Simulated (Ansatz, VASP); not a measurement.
**BaS: VASP beside Ansatz**

INCAR

```
PREC     = Accurate       # precision mode
ENCUT    = 520            # plane-wave cutoff, eV
EDIFF    = 1E-8           # SCF threshold, eV
ISMEAR   = -1             # smearing method
SIGMA    = 0.01           # smearing width, eV
LREAL    = False          # projectors in reciprocal space
LASPH    = True           # aspherical terms in the spheres
NELM     = 80             # most SCF steps
ALGO     = Normal         # electronic algorithm
ISIF     = 2              # what is computed and relaxed
LWAVE    = False          # write WAVECAR
LCHARG   = False          # write CHGCAR
GGA      = PE             # functional
LEFG     = True         
NBANDS   = 15             # bands
```

The input KPOINTS:

```
Automatic mesh
0
Gamma
  7 7 7
```

Contents of POSCAR:

```
BaS
1.0
    0.0000000000      3.2563884516      3.2563884516
    3.2563884516      0.0000000000      3.2563884516
    3.2563884516      3.2563884516      0.0000000000
Ba S
1 1
Direct
    0.0000000000      0.0000000000      0.0000000000
    0.5000000000      0.5000000000      0.5000000000
```

Input for Ansatz:

```yaml
crystal:
  lattice:
    - [0.0, 3.2563884516, 3.2563884516]
    - [3.2563884516, 0.0, 3.2563884516]
    - [3.2563884516, 3.2563884516, 0.0]
  atoms:
    - { symbol: Ba, position: [0.0, 0.0, 0.0] }
    - { symbol: S, position: [0.5, 0.5, 0.5] }
kpoints:
  mp_grid: { grid: [7, 7, 7] }
scf:
  occupations: { method: fermi_dirac, width: 0.01 }
hamiltonian:
  xc: pbe
  pseudopotentials: { kind: paw }
output:
  forces: true
  stress: true
  eigenvalues: true
  efg: { contact_densities: true }
  write_density: true
  write_potential: true
  elf: true
  volumetric_format: npy
```

Change from the starting cell: volume scaled by 1.06, PAW files.

Alike in both runs: task electric field gradients; functional PBE; k mesh 7 × 7 × 7; occupations fermi-dirac, width 0.01 eV; no spin polarisation.

|  | VASP | Ansatz |
| --- | --- | --- |
| version | VASP 6.6.1 | Ansatz 0.2.0 |
| potentials or method | VASP PAW PBE potentials, release 64 (Ba_sv, S) | PAW with Ansatz's default frozen-core files, scalar-relativistic |
| plane-wave cutoff (eV) | 520 | 420 |
| valence electrons in the cell | 16 | 16 |

|  | VASP | Ansatz | Ansatz less VASP |
| --- | --- | --- | --- |
| gap on the k mesh at the Fermi level (eV) | 2.25 | 2.34 | +0.085 |
| pressure (GPa) | -1.0 | -1.5 | -0.48 |

The functional is the same, so the differences come from potentials, cutoffs and numerics.

Spin-orbit coupling is off throughout.
